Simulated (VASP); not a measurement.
Runs of VASP 6.6.1 on SiC. The structure is that of space group Fm-3m (No. 225), or close to it. The cells are those of the table. 

```tsv
task	level	cell	cutoff (eV)	gap on the mesh (eV)	pressure (GPa)
single point	PBE	a = 2.870 Å, angles 60.0°, 2 atoms	520	none	0.4
single point	r2SCAN	a = 2.848 Å, angles 60.0°, 2 atoms	520	none	0.3
relaxation of cell and atoms	r2SCAN	relaxed from a = 2.870 Å, angles 60.0°, 2 atoms	600	none	-0.1
single point	PBE	a = 2.848 Å, angles 60.0°, 2 atoms	520	none	(a)
```

Alike in all rows: potentials or basis VASP PAW PBE potentials, release 64 (Si, C); no spin polarisation; k mesh 10 × 10 × 10; smearing fermi-dirac 0.02 eV.

Question: Fill in the values left out.

Answer: (a) 5.6.

Caveats: the PAW data sets were made with another functional, which shifts forces and pressure a little (some runs).

A gap of «none» marks levels without a gap at the run's occupations.
